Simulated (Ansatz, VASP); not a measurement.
**Two plane-wave programs on V**

Contents of INCAR:

```
SYSTEM = V
PREC = Accurate ; ENCUT = 600
EDIFF = 1E-7 ; ISMEAR = 0
SIGMA = 0.1 ; LREAL = .False.
LASPH = .True. ; NELM = 150
ALGO = Normal ; ISIF = 3
LWAVE = .False. ; LCHARG = .False.
ISPIN = 2 ; MAGMOM = 0.24 0.24
LORBIT = 11 ; LMAXMIX = 4
GGA = PS ; IBRION = 2
NSW = 80 ; EDIFFG = -0.05
```

KPOINTS

```
regular mesh
0
Gamma
  12 12 4
  0 0 0
```

Contents of POSCAR:

```
V
1.0
    2.8123009028      0.0000000000      0.0000000000
   -1.4061504514      2.4355240249      0.0000000000
    0.0000000000      0.0000000000      4.4514859628
V
2
Direct
    0.3333333333      0.6666666667      0.2500000000
    0.6666666667      0.3333333333      0.7500000000
```

Input for Ansatz:

```yaml
crystal:
  lattice:
    - [2.8123009028, 0.0, 0.0]
    - [-1.4061504514, 2.4355240249, 0.0]
    - [0.0, 0.0, 4.4514859628]
  atoms:
    - { symbol: V, position: [0.3333333333, 0.6666666667, 0.25], spin: 0.24 }
    - { symbol: V, position: [0.6666666667, 0.3333333333, 0.75], spin: 0.24 }
basis:
  ecutwfc: 420
kpoints:
  mp_grid: { grid: [12, 12, 4] }
hamiltonian:
  xc: pbesol
scf:
  occupations: { method: gaussian, width: 0.1 }
output:
  forces: true
  stress: true
  eigenvalues: true
  populations: true
magnetization:
  spin_polarized: true
relax:
  adjacent_minimum: "off"
  f_tol: 0.05
  max_steps: 60
  cell: { stress_tol: 0.5 }
```

Alike in both runs: task relaxation of cell and atoms; functional PBEsol; k mesh 12 × 12 × 4; occupations gaussian, width 0.1 eV; collinear spin.

|  | VASP | Ansatz |
| --- | --- | --- |
| version | VASP 6.6.1 | Ansatz 0.2.0 |
| potentials or method | VASP PAW PBE potentials, release 64 (V_sv), cutoff 600 eV | scalar-relativistic, plane waves, PAW |
| valence electrons in the cell | 26 | 26 |

```tsv
	VASP	Ansatz	Ansatz less VASP
gap on the k mesh at the Fermi level, each at its own relaxed structure (eV)	none	none	-
net moment per atom (μB)	0.00	0.00	0.000
relaxed volume (Å³/atom)	13.31	13.31	-0.004
relaxed length of the cell vector where the two differ most in proportion (Å)	4.673	4.663	-0.0101
```

VASP's potentials were made for PBE, not for PBEsol. A gap of «none» marks a metal or a gap that the smearing closes. Ansatz's warnings: seeded moment not kept.
